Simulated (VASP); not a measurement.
Set up this calculation in VASP 6.6.1, as the native input.

* Task: single point
* Functional: PBE
* Potentials or basis: VASP PAW PBE potentials, release 64 (Cu)
* Cutoff: 520 eV
* k mesh: 11 × 11 × 11
* Occupations: fermi-dirac, width 0.05 eV
* Spin: no spin polarisation
* Dipole correction: no
* Further INCAR settings: ALGO = Normal; EDIFF = 1e-06; NBANDS = 12

The structure of Cu lies in POSCAR:

```
Cu
1.0
    0.0000000000      1.7985000000      1.7985000000
    1.7985000000      0.0000000000      1.7985000000
    1.7985000000      1.7985000000      0.0000000000
Cu
1
Direct
    0.0000000000      0.0000000000      0.0000000000
```

These files were run (other wordings do the same):

INCAR

```
PREC     = Accurate       # precision mode
ENCUT    = 520            # plane-wave cutoff, eV
EDIFF    = 1E-6           # SCF threshold, eV
ISMEAR   = -1             # smearing method
SIGMA    = 0.05           # smearing width, eV
LREAL    = F              # projectors in reciprocal space
LASPH    = T              # aspherical terms in the spheres
NELM     = 100            # most SCF steps
ALGO     = Normal         # electronic algorithm
ISIF     = 2              # what is computed and relaxed
LWAVE    = F              # write WAVECAR
LCHARG   = F              # write CHGCAR
GGA      = PE             # functional
NBANDS   = 12             # bands
```

KPOINTS

```
regular mesh
0
Gamma
  11 11 11
```

Potentials or basis: VASP PAW PBE potentials, release 64 (Cu).

Command:

```bash
$ cat potpaw_PBE.64/Cu/POTCAR > POTCAR
$ mpirun -np 1 vasp_std > vasp.out
```

Results of the run:

```
Pressure : 4.4 GPa
```

It took 4.4 s on 1 thread of Intel(R) Xeon(R) 6975P-C (Granite Rapids), with other jobs on the host, peak memory 0.13 GiB.
